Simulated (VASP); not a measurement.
ZrC, 4 atoms in the cell. Symmetry: P6_3/mmc, No. 194, hexagonal system. Conventional cell: a = 3.322 Å, b = 3.322 Å, c = 5.182 Å, α = 90.00°, β = 90.00°, γ = 120.00°. Within 3.1 Å of Zr (site symmetry -6m2) lie 6 C at 2.31 Å. Within 3.1 Å of C (site symmetry -3m) lie 6 Zr at 2.31 Å and 2 C at 2.59 Å. 

- Program: VASP 6.6.1
- Task: single point
- Functional: PBEsol
- Potentials or basis: VASP PAW PBE potentials, release 64 (Zr_sv, C)
- Cutoff: 520 eV
- k mesh: 8 × 8 × 5
- Occupations: fermi-dirac, width 0.15 eV
- Spin: no spin polarisation
- Dipole correction: no
- Further INCAR settings: ALGO = Normal; EDIFF = 1e-06; NBANDS = 24

Potentials or basis: VASP PAW PBE potentials, release 64 (Zr_sv, C).

Launch:

```sh
$ cat potpaw_PBE.64/Zr_sv/POTCAR potpaw_PBE.64/C/POTCAR > POTCAR
$ mpirun -np 1 vasp_std > vasp.out
```

Hardware: 1 thread of AMD EPYC 9R45 96-Core Processor (Zen 5), with other jobs on the host.

**Question.** How long does it take, and how much memory?

**Answer.** It took 20 s on 1 thread of AMD EPYC 9R45 96-Core Processor (Zen 5) (shared host), peak memory 0.15 GiB. Counts: scf iterations 13, k points 30.
